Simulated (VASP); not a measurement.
# LaRhI6 (P4/mmm) in VASP: notebook

Aim: see how the results for LaRhI6 move with the level of theory and the settings. Levels: r2SCAN+rVV10, PBEsol. Tasks: single point.

Everything below comes from runs of VASP 6.6.1. Logs are shortened: lines on timing, memory, paths and dates and some standing lists are left out, and cuts for length are marked.

### Step 1. The cell of the first run

It takes space group P4/mmm (No. 123, tetragonal). The conventional cell has a = 4.693 Å, b = 4.693 Å, c = 12.180 Å, α = 90.00°, β = 90.00°, γ = 90.00°. La (site symmetry 4/mmm) has 12 I at 3.32 to 3.65 Å within 4.4 Å. Within 4.4 Å of Rh (site symmetry 4/mmm) lie 12 I at 3.32 to 4.04 Å. Within 4.4 Å of I (site symmetry 4/mmm) lie 4 Rh at 3.32 Å and 8 I at 4.04 Å. Within 4.4 Å of I (site symmetry 4/mmm) lie 4 La at 3.32 Å and 8 I at 3.65 Å. Within 4.4 Å of I (site symmetry 2mm) lie 8 I at 3.32 to 4.04 Å and 2 La at 3.65 Å and 2 Rh at 4.04 Å.

### Step 2. Single point, r2SCAN+rVV10

Contents of POSCAR:

```
LaRhI6
1.0
    4.6933142742      0.0000000000      0.0000000000
    0.0000000000      4.6933142742      0.0000000000
    0.0000000000      0.0000000000     12.1798065031
La Rh I
1 1 6
Direct
    0.0000000000      0.0000000000      0.5000000000
    0.0000000000      0.0000000000      0.0000000000
    0.5000000000      0.5000000000      0.0000000000
    0.5000000000      0.5000000000      0.5000000000
    0.5000000000      0.0000000000      0.2700299796
    0.5000000000      0.0000000000      0.7299700204
    0.0000000000      0.5000000000      0.2700299796
    0.0000000000      0.5000000000      0.7299700204
```

Contents of INCAR.step1:

```
SYSTEM = LaRhI6
PREC = Accurate
ENCUT = 520
ISMEAR = -1
SIGMA = 0.03
LREAL = .False.
LASPH = .True.
NELM = 60
NBANDS = 44
GGA = PE
ALGO = Normal
EDIFF = 1E-4
LWAVE = .True.
LCHARG = .False.
```

Contents of INCAR.step2:

```
SYSTEM = LaRhI6
PREC = Accurate
ENCUT = 520
EDIFF = 1E-6
ISMEAR = -1
SIGMA = 0.03
LREAL = .False.
LASPH = .True.
NELM = 60
ALGO = Normal
ISIF = 2
LWAVE = .False.
LCHARG = .False.
METAGGA = R2SCAN
LMIXTAU = .True.
LUSE_VDW = .True.
IVDW_NL = 2
BPARAM = 11.95
CPARAM = 0.0093
NBANDS = 44
ISTART = 1
```

Contents of KPOINTS:

```
regular mesh
0
Gamma
  6 6 2
  0 0 0
```

Potentials or basis: VASP PAW PBE potentials, release 64 (La, Rh_pv, I).

Run with:

```bash
cat potpaw_PBE.64/La/POTCAR potpaw_PBE.64/Rh_pv/POTCAR potpaw_PBE.64/I/POTCAR > POTCAR
cp INCAR.step1 INCAR
mpirun -np 1 vasp_std > vasp.out
cp INCAR.step2 INCAR
mpirun -np 1 vasp_std > vasp.out
```

OUTCAR:

```text
SYSTEM = LaRhI6
   PREC = Accurate
   ENCUT = 520
   EDIFF = 1E-6
   ISMEAR = -1
   LREAL = .False.
   LASPH = .True.
   NELM = 60
   ISIF = 2
   METAGGA = R2SCAN
   IVDW_NL = 2
   BPARAM = 11.95
   ISTART = 1

 ion  position               nearest neighbor table
   1  0.000  0.000  0.500-   4 3.32   4 3.32   4 3.32   4 3.32
   2  0.000  0.000  0.000-   3 3.32   3 3.32   3 3.32   3 3.32
   3  0.500  0.500  0.000-   2 3.32   2 3.32   2 3.32   2 3.32
   4  0.500  0.500  0.500-   1 3.32   1 3.32   1 3.32   1 3.32
   5  0.500  0.000  0.270-   7 3.32   7 3.32   7 3.32   7 3.32
   6  0.500  0.000  0.730-   8 3.32   8 3.32   8 3.32   8 3.32
   7  0.000  0.500  0.270-   5 3.32   5 3.32   5 3.32   5 3.32
   8  0.000  0.500  0.730-   6 3.32   6 3.32   6 3.32   6 3.32

  LATTYP: Found a simple tetragonal cell.
 ALAT       =     4.6933142742
 C/A-ratio  =     2.5951397651

  Lattice vectors:

 A1 = (   4.6933142742,   0.0000000000,   0.0000000000)
 A2 = (   0.0000000000,   4.6933142742,   0.0000000000)
 A3 = (   0.0000000000,   0.0000000000,  12.1798065031)

Analysis of symmetry for initial positions (statically):
=====================================================================
 Subroutine PRICEL returns:
 Original cell was already a primitive cell.

 Routine SETGRP: Setting up the symmetry group for a
 simple tetragonal supercell.

 Subroutine GETGRP returns: Found 16 space group operations
 (whereof 16 operations were pure point group operations)
 out of a pool of 16 trial point group operations.

The static configuration has the point symmetry D_4h.

Analysis of symmetry for dynamics (positions and initial velocities):
=====================================================================
 Subroutine PRICEL returns:
 Original cell was already a primitive cell.

 Routine SETGRP: Setting up the symmetry group for a
 simple tetragonal supercell.

 Subroutine GETGRP returns: Found 16 space group operations
 (whereof 16 operations were pure point group operations)
 out of a pool of 16 trial point group operations.

The dynamic configuration has the point symmetry D_4h.

 Subroutine INISYM returns: Found 16 space group operations
 (whereof 16 operations are pure point group operations),
 and found     1 'primitive' translations

----------------------------------------------------------------------------------------

                                     Primitive cell

  volume of cell :     268.2870

  direct lattice vectors                    reciprocal lattice vectors
     4.693314274  0.000000000  0.000000000     0.213069047  0.000000000  0.000000000
     0.000000000  4.693314274  0.000000000     0.000000000  0.213069047  0.000000000
     0.000000000  0.000000000 12.179806503     0.000000000  0.000000000  0.082103111

  length of vectors
     4.693314274  4.693314274 12.179806503     0.213069047  0.213069047  0.082103111

  position of ions in fractional coordinates (direct lattice)
     0.000000000  0.000000000  0.500000000
     0.000000000  0.000000000  0.000000000
     0.500000000  0.500000000  0.000000000
     0.500000000  0.500000000  0.500000000
     0.500000000  0.000000000  0.270029980
     0.500000000  0.000000000  0.729970020
     0.000000000  0.500000000  0.270029980
     0.000000000  0.500000000  0.729970020

  ion indices of the primitive-cell ions
   primitive index   ion index
                 1           1
                 2           2
                 3           3
                 4           4
                 5           5
                 6           6
                 7           7
                 8           8

----------------------------------------------------------------------------------------

 KPOINTS: regular mesh

Automatic generation of k-mesh.
 Grid dimensions read from file:
 generate k-points for:    6    6    2

 Generating k-lattice:

  Cartesian coordinates                     Fractional coordinates (reciprocal lattice)
     0.035511508  0.000000000  0.000000000     0.166666667  0.000000000  0.000000000
     0.000000000  0.035511508  0.000000000     0.000000000  0.166666667  0.000000000
     0.000000000  0.000000000  0.041051555     0.000000000  0.000000000  0.500000000

  Length of vectors
     0.035511508  0.035511508  0.041051555

  Shift w.r.t. Gamma in fractional coordinates (k-lattice)
     0.000000000  0.000000000  0.000000000

 Subroutine IBZKPT returns following result:
 ===========================================

 Found     20 irreducible k-points:

 Following reciprocal coordinates:
            Coordinates               Weight
  0.000000  0.000000  0.000000      1.000000
  0.166667  0.000000  0.000000      4.000000
  0.333333  0.000000  0.000000      4.000000
  0.500000  0.000000  0.000000      2.000000
  0.166667  0.166667  0.000000      4.000000
  0.333333  0.166667  0.000000      8.000000
[... 12 lines left out ...]
  0.500000  0.333333  0.500000      4.000000
  0.500000  0.500000  0.500000      1.000000
   k-points           NKPTS =     20   k-points in BZ     NKDIM =     20   number of bands    NBANDS=     44
   number of dos      NEDOS =    301   number of ions     NIONS =      8
   total plane-waves  NPLWV = 124416
   dimension x,y,z NGX =    36 NGY =   36 NGZ =   96
   dimension x,y,z NGXF=    72 NGYF=   72 NGZF=  192
   ions per type =               1   1   6
   NGX,Y,Z   is equivalent  to a cutoff of  12.75, 12.75, 13.10 a.u.
   NGXF,Y,Z  is equivalent  to a cutoff of  25.50, 25.50, 26.21 a.u.
 SYSTEM =  LaRhI6
   PREC   = accura    normal or accurate (medium, high low for compatibility)
   ISTART =      1    job   : 0-new  1-cont  2-samecut
   ICHARG =      0    charge: 1-file 2-atom 10-const
   ISPIN  =      1    spin polarized calculation?
   LNONCOLLINEAR =      F non collinear calculations
   LSORBIT =      F    spin-orbit coupling
   LASPH  =      T    aspherical Exc in radial PAW
   ENCUT  =  520.0 eV  38.22 Ry    6.18 a.u.   8.73  8.73 22.65*2*pi/ulx,y,z
   NELM   =     60;   NELMIN=  2; NELMDL=  0     # of ELM steps
   EDIFF  = 0.1E-05   stopping-criterion for ELM
   LREAL  =      F    real-space projection
   EDIFFG = 0.1E-04   stopping-criterion for IOM
   NSW    =      0    number of steps for IOM
   IBRION =     -1    ionic relax: 0-MD 1-quasi-New 2-CG
   NFREE  =      0    steps in history (QN), initial steepest desc. (CG)
   ISIF   =      2    stress and relaxation
   ISYM   =      2    0-nonsym 1-usesym 2-fastsym
   POTIM  = 0.5000    time-step for ionic-motion
   TEBEG  =    0.0;   TEEND  =   0.0 temperature during run
   PSTRESS=    0.0 pullay stress
   NELECT =      68.0000    total number of electrons
   NUPDOWN=      -1.0000    fix difference up-down
   EMIN   =  10.00;   EMAX   =-10.00  energy-range for DOS
   EFERMI =   0.00;   METHOD = LEGACY
   ISMEAR =    -1;   SIGMA  =   0.03  broadening in eV -4-tet -1-fermi 0-gaus
   EFERMI_NEDOS =   21; number of points for ismear=-14 and -15
   IALGO  =     38    algorithm
   IMIX   =      4    mixing-type and parameters
     AMIX     =   0.40;   BMIX     =  1.00
     AMIX_MAG =   1.60;   BMIX_MAG =  1.00
  volume/ion in A,a.u.               =      33.54       226.31
  Fermi-wavevector in a.u.,A,eV,Ry     =   1.036043  1.957838 14.604300  1.073386
  Thomas-Fermi vector in A             =   2.170415
   LORBIT       =      0    0 simple, 1 ext, 2 COOP (PROOUT), +10 PAW based schemes
   METAGGA = R2SCAN    functional components
   LHFCALC =     F    Hartree Fock is set to
   AEXX    =    0.0000 exact exchange contribution
   IVDW_NL    =     2    kernel type
   BPARAM     =11.9500
   IVDW    =     0    specifies the selected vdW correction
   LEPSILON=     F    determine dielectric tensor
   LRPA    =     F    only Hartree local field effects (RPA)
 non-spin polarized calculation
  energy-cutoff  :      520.00
  volume of cell :      268.29
 maximum number of plane-waves:      7261
 NGX is ok and might be reduce to    36
   NGX = 17   NGY = 17   NGZ = 45

 number of electron      67.9999998 magnetization

 Free energy of the ion-electron system (eV)
  ---------------------------------------------------
  ext. energy  EPLUGINS =         0.00000000
  ---------------------------------------------------
  free energy    TOTEN  =      -199.97417427 eV

  energy without entropy =     -199.93770663  energy(sigma->0) =     -199.95594045

 E-fermi :   5.6827     XC(G=0):  -9.7056

 val. band max:        5.6690334117   @ k =   0.5000   0.3333   0.0000
 cond. band min:       5.6956881852   @ k =   0.5000   0.1667   0.0000
 fundamental gap:      0.0266547735
 Fermi energy:         5.6827140138

 k-point     1 :       0.0000    0.0000    0.0000
  band No.  band energies     occupation
      1     -40.4752      2.00000
      2     -40.4752      2.00000
      3     -40.2096      2.00000
      4     -29.5989      2.00000
      5     -12.8396      2.00000
      6     -12.8396      2.00000
[... 36 lines left out ...]
     43       6.9344      0.00000
     44       6.9564      0.00000

 k-point     2 :       0.1667    0.0000    0.0000
  band No.  band energies     occupation
      1     -40.4752      2.00000
      2     -40.4752      2.00000
      3     -40.2096      2.00000
      4     -29.5977      2.00000
      5     -12.9002      2.00000
      6     -12.8326      2.00000
[... 36 lines left out ...]
     43       6.9243      0.00000
     44       7.0795      0.00000

 k-point     3 :       0.3333    0.0000    0.0000
  band No.  band energies     occupation
      1     -40.4754      2.00000
      2     -40.4751      2.00000
      3     -40.2096      2.00000
      4     -29.5953      2.00000
      5     -13.0142      2.00000
      6     -12.8185      2.00000
[... 36 lines left out ...]
     43       6.9043      0.00000
     44       7.3933      0.00000

 k-point     4 :       0.5000    0.0000    0.0000
  band No.  band energies     occupation
      1     -40.4754      2.00000
      2     -40.4751      2.00000
      3     -40.2096      2.00000
      4     -29.5942      2.00000
      5     -13.0680      2.00000
      6     -12.8114      2.00000
[... 694 lines left out ...]
     43       7.0338      0.00000
     44       7.5861      0.00000

 k-point    19 :       0.5000    0.3333    0.5000
  band No.  band energies     occupation
      1     -40.4754      2.00000
      2     -40.4754      2.00000
      3     -40.2096      2.00000
      4     -29.5907      2.00000
      5     -12.9801      2.00000
      6     -12.9156      2.00000
[... 36 lines left out ...]
     43       6.9690      0.00000
     44       7.3903      0.00000

 k-point    20 :       0.5000    0.5000    0.5000
  band No.  band energies     occupation
      1     -40.4754      2.00000
      2     -40.4754      2.00000
      3     -40.2096      2.00000
      4     -29.5895      2.00000
      5     -12.9494      2.00000
      6     -12.9494      2.00000
[... 36 lines left out ...]
     43       7.0206      0.00000
     44       7.0839      0.00000

------------------------ aborting loop because EDIFF is reached ----------------------------------------

  FORCE on cell =-STRESS in cart. coord.  units (eV):
  Direction    XX          YY          ZZ          XY          YZ          ZX
  --------------------------------------------------------------------------------------
  -------------------------------------------------------------------------------------
  Total        0.2831077      0.2831077      0.2423597      0.0000000      0.0000000      0.0000000
  in kB        1.6906845      1.6906845      1.4473427      0.0000000      0.0000000      0.0000000
  external PRESSURE =       1.6095705 kB  Pullay stress =       0.0000000 kB

 VOLUME and BASIS-vectors are now :
 -----------------------------------------------------------------------------
  energy-cutoff  :      520.00
  volume of cell :      268.29
      direct lattice vectors                 reciprocal lattice vectors
     4.693314274  0.000000000  0.000000000     0.213069047  0.000000000  0.000000000
     0.000000000  4.693314274  0.000000000     0.000000000  0.213069047  0.000000000
     0.000000000  0.000000000 12.179806503     0.000000000  0.000000000  0.082103111

 POSITION                                       TOTAL-FORCE (eV/Angst)
 -----------------------------------------------------------------------------------
      0.00000      0.00000      6.08990         0.000000      0.000000      0.000000
      0.00000      0.00000      0.00000         0.000000      0.000000      0.000000
      2.34666      2.34666      0.00000         0.000000      0.000000      0.000000
      2.34666      2.34666      6.08990         0.000000      0.000000      0.000000
      2.34666      0.00000      3.28891         0.000000      0.000000     -0.000614
      2.34666      0.00000      8.89089         0.000000      0.000000      0.000614
      0.00000      2.34666      3.28891         0.000000      0.000000     -0.000614
      0.00000      2.34666      8.89089         0.000000      0.000000      0.000614
 -----------------------------------------------------------------------------------
    total drift:                                0.000000     -0.000001     -0.000000

  FREE ENERGIE OF THE ION-ELECTRON SYSTEM (eV)
  ---------------------------------------------------
  free  energy   TOTEN  =      -199.9741742683 eV

  energy  without entropy=     -199.9377066298  energy(sigma->0) =     -199.95594045
```

It took 20 min on 1 thread of Intel Xeon Platinum 8559C (Emerald Rapids), shared host; peak memory 0.95 GiB.

Results:

* Free energy: -199.9742 eV
* Pressure: 0.2 GPa
* Band gap on the k mesh: zero (bands 34 and 35 overlap by 0.79 eV)

Caveat: the PAW data sets were made with another functional, which shifts forces and pressure a little; spin-orbit coupling is left out, which moves the levels of the heavy elements.

### Step 3. Single point, PBEsol

This run uses another cell than the first one, of 32.07 Å³/atom.

Contents of INCAR:

```
SYSTEM = LaRhI6
ALGO = Normal
EDIFF = 1E-6
ENCUT = 520
GGA = PS
ISIF = 2
ISMEAR = -1
LASPH = .True.
LCHARG = .False.
LREAL = .False.
LWAVE = .False.
NBANDS = 44
NELM = 100
PREC = Accurate
SIGMA = 0.03
```

Contents of KPOINTS:

```
k-points
0
Gamma
  4 4 2
  0 0 0
```

Contents of POSCAR:

```
LaRhI6
1.0
    4.6133022720      0.0000000000      0.0000000000
    0.0000000000      4.6133022720      0.0000000000
    0.0000000000      0.0000000000     12.0541352059
La Rh I
1 1 6
Direct
    0.0000000000      0.0000000000      0.5000000000
    0.0000000000      0.0000000000      0.0000000000
    0.5000000000      0.5000000000      0.0000000000
    0.5000000000      0.5000000000      0.5000000000
    0.5000000000      0.0000000000      0.2715039055
    0.5000000000      0.0000000000      0.7284960945
    0.0000000000      0.5000000000      0.2715039055
    0.0000000000      0.5000000000      0.7284960945
```

Potentials or basis: VASP PAW PBE potentials, release 64 (La, Rh_pv, I).

Run with:

```bash
cat potpaw_PBE.64/La/POTCAR potpaw_PBE.64/Rh_pv/POTCAR potpaw_PBE.64/I/POTCAR > POTCAR
mpirun -np 1 vasp_std > vasp.out
```

Wall time 2.9 min (1 thread of Intel Xeon 6975P-C (Granite Rapids), shared host); peak memory 0.41 GiB.

The run converged. Its results:

* Free energy: -23.8521 eV
* Pressure: 0.0 GPa
* Band gap on the k mesh: zero (bands 34 and 35 overlap by 0.94 eV)

Levels at points of the mesh, in eV from the Fermi level:
```
           k point  band 30  band 31  band 32  band 33  band 34  band 35  band 36  band 37
(0.00, 0.00, 0.00)    -0.32    -0.32    -0.31     0.07     0.07     0.30     0.30     0.83
(0.50, 0.00, 0.00)    -1.38    -0.69    -0.34    -0.27     0.05     0.05     0.82     1.09
(0.50, 0.50, 0.00)    -0.34    -0.34    -0.28     0.65     0.87     0.93     1.22     1.22
(0.00, 0.00, 0.50)    -0.30    -0.30    -0.28     0.09     0.09     0.30     0.30     0.87
(0.50, 0.00, 0.50)    -1.26    -0.73    -0.34    -0.25    -0.01     0.01     0.81     1.12
(0.50, 0.50, 0.50)    -0.28    -0.20    -0.20     0.87     0.88     0.92     1.22     1.22
```

Caveat: the PAW data sets were made with another functional, which shifts forces and pressure a little; spin-orbit coupling is left out, which moves the levels of the heavy elements.

### Step 4. Single point, r2SCAN+rVV10

Contents of POSCAR:

```
LaRhI6
1.0
    4.6933142742      0.0000000000      0.0000000000
    0.0000000000      4.6933142742      0.0000000000
    0.0000000000      0.0000000000     12.1798065031
La Rh I
1 1 6
Direct
    0.0000000000      0.0000000000      0.5000000000
    0.0000000000      0.0000000000      0.0000000000
    0.5000000000      0.5000000000      0.0000000000
    0.5000000000      0.5000000000      0.5000000000
    0.5000000000      0.0000000000      0.2700299796
    0.5000000000      0.0000000000      0.7299700204
    0.0000000000      0.5000000000      0.2700299796
    0.0000000000      0.5000000000      0.7299700204
```

Contents of INCAR.step1:

```
  PREC = Accurate
  ENCUT = 520
  ISMEAR = -1
  SIGMA = 0.03
  LREAL = False
  LASPH = True
  NELM = 60
  NBANDS = 44
  GGA = PE
  ALGO = Normal
  EDIFF = 1E-4
  LWAVE = True
  LCHARG = False
```

Contents of INCAR.step2:

```
  PREC = Accurate
  ENCUT = 520
  EDIFF = 1E-7
  ISMEAR = -1
  SIGMA = 0.03
  LREAL = False
  LASPH = True
  NELM = 60
  ALGO = Normal
  ISIF = 2
  LWAVE = False
  LCHARG = False
  METAGGA = R2SCAN
  LMIXTAU = True
  LUSE_VDW = True
  IVDW_NL = 2
  BPARAM = 11.95
  CPARAM = 0.0093
  NBANDS = 44
  ISTART = 1
```

Contents of KPOINTS:

```
regular mesh
0
Gamma
  6 6 2
```

Run with:

```bash
cat potpaw_PBE.64/La/POTCAR potpaw_PBE.64/Rh_pv/POTCAR potpaw_PBE.64/I/POTCAR > POTCAR
cp INCAR.step1 INCAR
mpirun -np 1 vasp_std > vasp.out
cp INCAR.step2 INCAR
mpirun -np 1 vasp_std > vasp.out
```

It took 27 min on 1 thread of Intel Xeon 6975P-C (Granite Rapids), shared host; peak memory 0.94 GiB.

It converged, with:

```yaml
Free_energy: -199.9742 eV
Pressure: 0.2 GPa
Band_gap_on_the_k_mesh: zero (bands 34 and 35 overlap by 0.79 eV)
```

Levels at points of the mesh, in eV from the Fermi level:
```tsv
k point	band 31	band 32	band 33	band 34	band 35	band 36	band 37	band 38
(0.00, 0.00, 0.00)	-0.45	-0.22	-0.11	-0.11	0.09	0.09	0.86	0.96
(0.50, 0.00, 0.00)	-0.93	-0.48	-0.40	-0.10	0.06	0.90	0.95	1.09
(0.50, 0.50, 0.00)	-0.25	-0.23	0.62	0.66	1.02	1.04	1.04	1.04
(0.00, 0.00, 0.50)	-0.43	-0.19	-0.10	-0.10	0.09	0.09	0.86	0.92
(0.50, 0.00, 0.50)	-0.98	-0.48	-0.38	-0.13	0.02	0.90	0.96	1.09
(0.50, 0.50, 0.50)	-0.23	-0.23	0.63	0.66	1.02	1.04	1.04	1.04
```

Caveat: the PAW data sets were made with another functional, which shifts forces and pressure a little; spin-orbit coupling is left out, which moves the levels of the heavy elements.
